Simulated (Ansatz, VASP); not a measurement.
Al2O3: VASP beside Ansatz

```
Al O
1.0
     2.98860    0.00000    0.00000
    -1.49430    2.58821    0.00000
     0.00000    0.00000    8.01149
Al O
2 3
Direct
  0.00000 0.00000 0.29138
  0.00000 0.00000 0.70862
  0.33333 0.66667 0.21718
  0.66667 0.33333 0.78282
  0.00000 0.00000 0.50000
```

Alike in both runs: functional PBEsol; k mesh 12 × 12 × 4; no spin polarisation.

Ansatz relaxed the structure, and its values are those at the end. VASP's run is a single point on that final structure, the one shown.

```csv
,VASP,Ansatz
version,VASP 6.6.1,Ansatz 0.2.0
potentials or method,"VASP PAW PBE potentials, release 64 (Al, O), cutoff 520 eV","plane waves, PAW"
occupations,"gaussian, width 0.01 eV",fixed
valence electrons in the cell,24,24
```

Ansatz gave:

- pressure (GPa): 0.0
- rms of the force components (eV/Å): 0.000

Q: What did VASP give for the same quantities?

A: Pressure (GPa): 0.3; rms of the force components (eV/Å): 0.033.

VASP's potentials were made for PBE, not for PBEsol.
